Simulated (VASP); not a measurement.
Here is a VASP 6.6.1 calculation.

The input INCAR:

```
PREC = Accurate
ENCUT = 600
EDIFF = 1E-6
ISMEAR = 0
SIGMA = 0.1
LREAL = False
LASPH = True
NELM = 100
ALGO = Normal
ISIF = 3
LWAVE = False
LCHARG = False
GGA = PE
IBRION = 2
NSW = 25
EDIFFG = -0.005
PSTRESS = 50.0
```

File KPOINTS:

```
regular mesh
0
Gamma
  8 8 8
```

The input POSCAR:

```
Sc
1.0
    0.0000000000      2.3268462047      2.3268462047
    2.3268462047      0.0000000000      2.3268462047
    2.3268462047      2.3268462047      0.0000000000
Sc
1
Direct
    0.0000000000      0.0000000000      0.0000000000
```

Potentials or basis: VASP PAW PBE potentials, release 64 (Sc_sv).

Launch:

```bash
$ cat potpaw_PBE.64/Sc_sv/POTCAR > POTCAR
$ mpirun -np 1 vasp_std > vasp.out
```

Q: Predict the relaxed volume.

A: 22.59 Å³/atom.

Q: What does it give for the relaxed cell?

A: a = 3.173 Å, b = 3.173 Å, c = 3.173 Å, α = 60.00°, β = 60.00°, γ = 60.00°.

Q: Estimate the space group after relaxing (to 0.05 Å).

A: Fm-3m (No. 225).

The path:
```tsv
step	energy change (eV)	largest force (eV/Å)	pressure (GPa)	volume (Å³)
1	0.0000	0.0000	-1.00	25.20
2	0.0548	0.0000	7.09	21.91
3	0.0293	0.0000	4.99	22.59
```

Caveat: the cell is relaxed towards a set pressure, so the enthalpy falls and the energy may rise.
